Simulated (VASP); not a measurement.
# Rh (Pm-3m) in VASP: further runs, part 2 of 3

VASP 6.6.1.

## 4. Single point, PBE

This run uses another cell than the first one, of 15.55 Å³/atom, 1.075 times its volume.

File INCAR:

```
PREC     = Accurate       # precision mode
ENCUT    = 520            # plane-wave cutoff, eV
EDIFF    = 1E-6           # SCF threshold, eV
ISMEAR   = -1             # smearing method
SIGMA    = 0.1            # smearing width, eV
LREAL    = F              # projectors in reciprocal space
LASPH    = T              # aspherical terms in the spheres
NELM     = 80             # most SCF steps
ALGO     = Normal         # electronic algorithm
ISIF     = 2              # what is computed and relaxed
LWAVE    = F              # write WAVECAR
LCHARG   = T              # write CHGCAR
GGA      = PE             # functional
LELF     = T              # ELF
LVHAR    = T            
NBANDS   = 14             # bands
```

File KPOINTS:

```
Automatic mesh
0
Gamma
  17 17 17
```

File POSCAR:

```
Rh
1.0
    2.4960747761      0.0000000000      0.0000000000
    0.0000000000      2.4960747761      0.0000000000
    0.0000000000      0.0000000000      2.4960747761
Rh
1
Direct
    0.0000000000      0.0000000000      0.0000000000
```

Potentials or basis: VASP PAW PBE potentials, release 64 (Rh_pv).

Run with:

```bash
$ cat potpaw_PBE.64/Rh_pv/POTCAR > POTCAR
$ mpirun -np 1 vasp_std > vasp.out
```

OUTCAR:

```text
PREC = Accurate
   ENCUT = 520
   EDIFF = 1E-6
   ISMEAR = -1
   LREAL = F
   LASPH = T
   NELM = 80
   ISIF = 2
   GGA = PE

 ion  position               nearest neighbor table
   1  0.000  0.000  0.000-

  LATTYP: Found a simple cubic cell.
 ALAT       =     2.4960747761

  Lattice vectors:

 A1 = (   2.4960747761,   0.0000000000,   0.0000000000)
 A2 = (   0.0000000000,   2.4960747761,   0.0000000000)
 A3 = (   0.0000000000,   0.0000000000,   2.4960747761)

Analysis of symmetry for initial positions (statically):
=====================================================================
 Subroutine PRICEL returns:
 Original cell was already a primitive cell.

 Routine SETGRP: Setting up the symmetry group for a
 simple cubic supercell.

 Subroutine GETGRP returns: Found 48 space group operations
[... 9 lines left out ...]

 Routine SETGRP: Setting up the symmetry group for a
 simple cubic supercell.

 Subroutine GETGRP returns: Found 48 space group operations
[... 11 lines left out ...]
                                     Primitive cell

  volume of cell :      15.5515

  direct lattice vectors                    reciprocal lattice vectors
     2.496074776  0.000000000  0.000000000     0.400629023  0.000000000  0.000000000
     0.000000000  2.496074776  0.000000000     0.000000000  0.400629023  0.000000000
     0.000000000  0.000000000  2.496074776     0.000000000  0.000000000  0.400629023

  length of vectors
     2.496074776  2.496074776  2.496074776     0.400629023  0.400629023  0.400629023

  position of ions in fractional coordinates (direct lattice)
     0.000000000  0.000000000  0.000000000

  ion indices of the primitive-cell ions
   primitive index   ion index
                 1           1

----------------------------------------------------------------------------------------

 KPOINTS: Automatic mesh

Automatic generation of k-mesh.
 Grid dimensions read from file:
 generate k-points for:   17   17   17

 Generating k-lattice:

  Cartesian coordinates                     Fractional coordinates (reciprocal lattice)
     0.023566413  0.000000000  0.000000000     0.058823529  0.000000000  0.000000000
     0.000000000  0.023566413  0.000000000     0.000000000  0.058823529  0.000000000
     0.000000000  0.000000000  0.023566413     0.000000000  0.000000000  0.058823529

  Length of vectors
     0.023566413  0.023566413  0.023566413

  Shift w.r.t. Gamma in fractional coordinates (k-lattice)
     0.000000000  0.000000000  0.000000000

 Subroutine IBZKPT returns following result:
 ===========================================

 Found    165 irreducible k-points:

 Following reciprocal coordinates:
            Coordinates               Weight
  0.000000  0.000000  0.000000      1.000000
  0.058824  0.000000  0.000000      6.000000
  0.117647  0.000000  0.000000      6.000000
  0.176471  0.000000  0.000000      6.000000
  0.235294  0.000000  0.000000      6.000000
  0.294118  0.000000  0.000000      6.000000
[... 16 lines left out ...]
  0.411765  0.117647  0.000000     24.000000
  0.470588  0.117647  0.000000     24.000000
 [... further k-points ...]
   k-points           NKPTS =    165   k-points in BZ     NKDIM =    165   number of bands    NBANDS=     14
   number of dos      NEDOS =    301   number of ions     NIONS =      1
   total plane-waves  NPLWV =   8000
   dimension x,y,z NGX =    20 NGY =   20 NGZ =   20
   dimension x,y,z NGXF=    40 NGYF=   40 NGZF=   40
   ions per type =               1
   NGX,Y,Z   is equivalent  to a cutoff of  13.32, 13.32, 13.32 a.u.
   NGXF,Y,Z  is equivalent  to a cutoff of  26.64, 26.64, 26.64 a.u.
 SYSTEM =  unknown system
   PREC   = accura    normal or accurate (medium, high low for compatibility)
   ISTART =      0    job   : 0-new  1-cont  2-samecut
   ICHARG =      2    charge: 1-file 2-atom 10-const
   ISPIN  =      1    spin polarized calculation?
   LNONCOLLINEAR =      F non collinear calculations
   LSORBIT =      F    spin-orbit coupling
   LASPH  =      T    aspherical Exc in radial PAW
   ENCUT  =  520.0 eV  38.22 Ry    6.18 a.u.   4.64  4.64  4.64*2*pi/ulx,y,z
   NELM   =     80;   NELMIN=  2; NELMDL= -5     # of ELM steps
   EDIFF  = 0.1E-05   stopping-criterion for ELM
   LREAL  =      F    real-space projection
   EDIFFG = 0.1E-04   stopping-criterion for IOM
   NSW    =      0    number of steps for IOM
   IBRION =     -1    ionic relax: 0-MD 1-quasi-New 2-CG
   NFREE  =      0    steps in history (QN), initial steepest desc. (CG)
   ISIF   =      2    stress and relaxation
   ISYM   =      2    0-nonsym 1-usesym 2-fastsym
   POTIM  = 0.5000    time-step for ionic-motion
   TEBEG  =    0.0;   TEEND  =   0.0 temperature during run
   PSTRESS=    0.0 pullay stress
   NELECT =      15.0000    total number of electrons
   NUPDOWN=      -1.0000    fix difference up-down
   EMIN   =  10.00;   EMAX   =-10.00  energy-range for DOS
   EFERMI =   0.00;   METHOD = LEGACY
   ISMEAR =    -1;   SIGMA  =   0.10  broadening in eV -4-tet -1-fermi 0-gaus
   EFERMI_NEDOS =   21; number of points for ismear=-14 and -15
   IALGO  =     38    algorithm
   IMIX   =      4    mixing-type and parameters
     AMIX     =   0.40;   BMIX     =  1.00
     AMIX_MAG =   1.60;   BMIX_MAG =  1.00
  volume/ion in A,a.u.               =      15.55       104.95
  Fermi-wavevector in a.u.,A,eV,Ry     =   1.617513  3.056656 35.597560  2.616347
  Thomas-Fermi vector in A             =   2.711925
   LORBIT       =      0    0 simple, 1 ext, 2 COOP (PROOUT), +10 PAW based schemes
   GGA     = PE    functional components
   LHFCALC =     F    Hartree Fock is set to
   AEXX    =    0.0000 exact exchange contribution
   IVDW    =     0    specifies the selected vdW correction
   LEPSILON=     F    determine dielectric tensor
   LRPA    =     F    only Hartree local field effects (RPA)
 non-spin polarized calculation
  energy-cutoff  :      520.00
  volume of cell :       15.55
 maximum number of plane-waves:       437
 NGX is ok and might be reduce to    20
   NGX =  9   NGY =  9   NGZ =  9

 number of electron      14.9999993 magnetization

 Free energy of the ion-electron system (eV)
  ---------------------------------------------------
  ext. energy  EPLUGINS =         0.00000000
  ---------------------------------------------------
  free energy    TOTEN  =        -6.47339568 eV

  energy without entropy =       -6.42022657  energy(sigma->0) =       -6.44681113

 E-fermi :   9.9445     XC(G=0): -13.0913

 val. band max:        9.9394358627   @ k =   0.4706   0.2941   0.2353
 cond. band min:       9.9450283952   @ k =   0.1765   0.0588   0.0000
 fundamental gap:      0.0055925325
 Fermi energy:         9.9444958676

 k-point     1 :       0.0000    0.0000    0.0000
  band No.  band energies     occupation
      1     -36.1264      2.00000
      2     -36.1264      2.00000
      3     -36.1264      2.00000
      4       2.9050      2.00000
      5       4.5242      2.00000
      6       4.5242      2.00000
      7      10.7590      0.00058
      8      10.7590      0.00058
      9      10.7590      0.00058
     10      27.0976      0.00000
     11      27.0976      0.00000
     12      27.0976      0.00000
     13      31.0430      0.00000
     14      34.7414      0.00000

 k-point     2 :       0.0588    0.0000    0.0000
  band No.  band energies     occupation
      1     -36.1550      2.00000
      2     -36.1241      2.00000
      3     -36.1241      2.00000
      4       3.0089      2.00000
      5       4.5451      2.00000
      6       4.6216      2.00000
      7      10.6661      0.00147
      8      10.6661      0.00147
      9      10.7662      0.00054
     10      26.3800      0.00000
     11      27.2821      0.00000
     12      27.2821      0.00000
     13      31.0444      0.00000
     14      34.1101      0.00000
[... 343 lines left out ...]
      1     -36.8685      2.00000
      2     -36.1666      2.00000
      3     -36.0518      2.00000
      4       5.2675      2.00000
      5       5.7952      2.00000
      6       7.3245      2.00000
      7       8.6933      1.99999
      8      10.4458      0.01321
      9      10.6508      0.00171
     10      17.3633      0.00000
     11      27.7900      0.00000
     12      30.2283      0.00000
     13      31.0524      0.00000
     14      33.0172      0.00000

 k-point    24 :       0.4706    0.1176    0.0000
  band No.  band energies     occupation
      1     -36.9203      2.00000
      2     -36.1616      2.00000
      3     -36.0471      2.00000
      4       5.3461      2.00000
      5       5.9681      2.00000
      6       7.2035      2.00000
      7       8.5675      2.00000
      8      10.6678      0.00144
      9      11.1051      0.00002
     10      16.5821      0.00000
     11      27.6803      0.00000
     12      30.7782      0.00000
     13      31.0496      0.00000
     14      31.9909      0.00000

 [... further k-points ...]
[... 5 lines left out ...]
  --------------------------------------------------------------------------------------
  -------------------------------------------------------------------------------------
  Total        0.9804069      0.9804069      0.9804069      0.0000000     -0.0000000      0.0000000
  in kB      101.0053052    101.0053052    101.0053052      0.0000000     -0.0000000      0.0000000
  external PRESSURE =     101.0053052 kB  Pullay stress =       0.0000000 kB

 VOLUME and BASIS-vectors are now :
 -----------------------------------------------------------------------------
  energy-cutoff  :      520.00
  volume of cell :       15.55
      direct lattice vectors                 reciprocal lattice vectors
     2.496074776  0.000000000  0.000000000     0.400629023  0.000000000  0.000000000
     0.000000000  2.496074776  0.000000000     0.000000000  0.400629023  0.000000000
     0.000000000  0.000000000  2.496074776     0.000000000  0.000000000  0.400629023

 POSITION                                       TOTAL-FORCE (eV/Angst)
 -----------------------------------------------------------------------------------
      0.00000      0.00000      0.00000         0.000000      0.000000      0.000000
 -----------------------------------------------------------------------------------
    total drift:                                0.000000      0.000000      0.000000

  FREE ENERGIE OF THE ION-ELECTRON SYSTEM (eV)
  ---------------------------------------------------
  free  energy   TOTEN  =        -6.4733956805 eV

  energy  without entropy=       -6.4202265702  energy(sigma->0) =       -6.44681113
```

It took 13 s on 1 thread of Intel Xeon Platinum 8488C (Sapphire Rapids), shared host; peak memory 0.15 GiB.

Results:

```
Free energy : -6.4734 eV
Pressure    : 10.1 GPa
```

[end of part 2 of 3]
